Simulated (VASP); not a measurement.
MgO: single point with PBE

MgO:

```
Mg O
1.0
     3.09196    0.00000    0.00000
    -1.54598    2.41058    0.00000
     0.00000    0.00000    2.67979
Mg O
1 1
Direct
  0.00000 0.00000 0.00000
  0.33333 0.66667 0.50000
```

This cell differs from its parent crystal: strain +0.0525 x Voigt [1, -1, 0, 0, 0, 0].

```
Program                : VASP 6.6.1
Task                   : single point
Functional             : PBE
Potentials or basis    : VASP PAW PBE potentials, release 64 (Mg, O)
Cutoff                 : 520 eV
k mesh                 : 12 × 12 × 8
Occupations            : gaussian, width 0.05 eV
Spin                   : no spin polarisation
Dipole correction      : no
Further INCAR settings : ALGO = Normal; EDIFF = 1e-06; NBANDS = 11
```

- Pressure: 0.5 GPa
- Largest force: 0.082 eV/Å
- Band gap on the k mesh: 2.85 eV (least direct gap 3.30 eV)

Forces on the atoms (eV/Å):
```
Mg   0.000 -0.082  0.000
O    0.000  0.082  0.000
```

Stress tensor (GPa, compression positive):
```
-10.19   0.00   0.00
  0.00  11.60   0.00
  0.00   0.00   0.02
```

Levels at points of the mesh, in eV from the valence-band top:
```
           k point  band 1  band 2  band 3  band 4  band 5  band 6  band 7  band 8
(0.00, 0.00, 0.00)  -17.54   -0.91   -0.51   -0.45    2.85   11.73   14.42   16.96
(0.50, 0.00, 0.00)  -16.56   -5.09   -1.10   -0.18    6.84   10.15   12.95   18.37
(0.00, 0.50, 0.00)  -16.34   -4.75   -1.95   -0.08    5.84   11.00   13.21   16.53
(0.00, 0.00, 0.50)  -16.47   -5.45   -0.34    0.00    8.09    8.85   16.27   17.55
(0.50, 0.00, 0.50)  -15.80   -3.88   -3.51   -0.65    5.48   11.92   13.96   14.21
(0.00, 0.50, 0.50)  -15.61   -3.62   -3.34   -1.37    6.24   10.31   13.40   13.67
```

Wall time 46 s on 1 thread of Intel Xeon 8259CL (shared host), peak memory 0.17 GiB.

Caveat: the cell differs from its parent crystal (strain +0.0525 x Voigt [1, -1, 0, 0, 0, 0]). A k mesh can miss the band edges.
